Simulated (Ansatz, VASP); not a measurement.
# Two plane-wave programs on NaH

INCAR

```
SYSTEM = NaH
PREC = Accurate
ENCUT = 520
EDIFF = 1E-7
ISMEAR = 0
SIGMA = 0.05
LREAL = .FALSE.
LASPH = .TRUE.
NELM = 100
ALGO = Normal
ISIF = 2
LWAVE = .FALSE.
LCHARG = .FALSE.
GGA = PE
NBANDS = 11
```

KPOINTS

```
Automatic mesh
0
G
  10 10 10
  0 0 0
```

File POSCAR:

```
NaH
1.0
    2.8812459000      0.0000000000      0.0000000000
    0.0000000000      2.8812459000      0.0000000000
    0.0000000000      0.0000000000      2.8073678000
Na H
1 1
Direct
    0.0000000000      0.0000000000      0.0000000000
    0.5000000000      0.5000000000      0.5000000000
```

Input for Ansatz:

```yaml
crystal:
  lattice:
    - [2.8812459, 0.0, 0.0]
    - [0.0, 2.8812459, 0.0]
    - [0.0, 0.0, 2.8073678]
  atoms:
    - { symbol: Na, position: [0.0, 0.0, 0.0] }
    - { symbol: H, position: [0.5, 0.5, 0.5] }
basis:
  ecutwfc: 420
kpoints:
  mp_grid: { grid: [10, 10, 10] }
hamiltonian:
  xc: pbe
scf:
  occupations: { method: gaussian, width: 0.05 }
output:
  forces: true
  stress: true
  eigenvalues: true
```

Change from the starting cell: strain -0.025 along x and y, -0.050 along z, atoms carried along.

Alike in both runs: task single point; functional PBE; k mesh 10 × 10 × 10; occupations gaussian, width 0.05 eV; no spin polarisation.

|  | VASP | Ansatz |
| --- | --- | --- |
| version | VASP 6.6.1 | Ansatz 0.2.0 |
| potentials or method | VASP PAW PBE potentials, release 64 (Na_pv, H), cutoff 520 eV | scalar-relativistic, plane waves, PAW |
| valence electrons in the cell | 8 | 10 |

|  | VASP | Ansatz | Ansatz less VASP |
| --- | --- | --- | --- |
| gap on the k mesh at the Fermi level (eV) | 0.94 | 0.95 | +0.003 |
| least direct gap on the mesh (eV) | 4.71 | 4.72 | +0.006 |
| pressure (GPa) | 3.2 | 3.3 | +0.04 |
| traceless stress, the component that is largest in VASP (GPa) | 2.24 | 2.24 | -0.001 |

VASP's potentials hold 8 valence electrons a cell and Ansatz's 10, so a difference there can come from the potentials and not from the codes.
